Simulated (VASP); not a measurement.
Input of a VASP 6.6.1 run:

File INCAR:

```
SYSTEM = C
PREC = Accurate ; ENCUT = 520
EDIFF = 1E-6 ; ISMEAR = 0
SIGMA = 0.02 ; LREAL = .False.
LASPH = .True. ; NELM = 80
ALGO = Normal ; ISIF = 2
LWAVE = .False. ; LCHARG = .False.
GGA = PE ; NBANDS = 13
```

The input KPOINTS:

```
regular mesh
0
Gamma
  12 12 10
  0 0 0
```

Contents of POSCAR:

```
C
1.0
    2.6053471725      0.0000000000      0.0000000000
   -1.3026735862      2.2562968371      0.0000000000
    0.0000000000      0.0000000000      2.8003546986
C
3
Direct
    0.5000000000      0.5000000000      0.3333333333
    0.5000000000      0.0000000000      0.0000000000
    0.0000000000      0.5000000000      0.6666666667
```

Potentials or basis: VASP PAW PBE potentials, release 64 (C).

Run with:

```bash
$ cat potpaw_PBE.64/C/POTCAR > POTCAR
$ mpirun -np 1 vasp_std > vasp.out
```

(1) What does it give for the band gap on the k mesh?

(2) What does it give for the pressure?

## Answers

(1) 1.92 eV, indirect (least direct gap 4.64 eV).

(2) 0.5 GPa.
